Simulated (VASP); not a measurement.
Here is a VASP 6.6.1 calculation.

INCAR

```
PREC = Accurate
ENCUT = 520
EDIFF = 1E-6
ISMEAR = 0
SIGMA = 0.1
LREAL = False
LASPH = True
NELM = 60
ALGO = Normal
ISIF = 2
LWAVE = False
LCHARG = False
GGA = PE
NBANDS = 24
```

KPOINTS

```
regular mesh
0
Gamma
  10 10 10
```

Contents of POSCAR:

```
BiSe3
1.0
    4.5411039932      0.0000000000      0.0000000000
    0.0000000000      4.5411039932      0.0000000000
    0.0000000000      0.0000000000      4.5411039932
Bi Se
1 3
Direct
    0.0000000000      0.0000000000      0.0000000000
    0.0000000000      0.5000000000      0.5000000000
    0.5000000000      0.0000000000      0.5000000000
    0.5000000000      0.5000000000      0.0000000000
```

Potentials or basis: VASP PAW PBE potentials, release 64 (Bi_d, Se).

Launch:

```bash
$ cat potpaw_PBE.64/Bi_d/POTCAR potpaw_PBE.64/Se/POTCAR > POTCAR
$ mpirun -np 1 vasp_std > vasp.out
```

(1) What does it give for the pressure?

Answers

(1) 0.0 GPa.
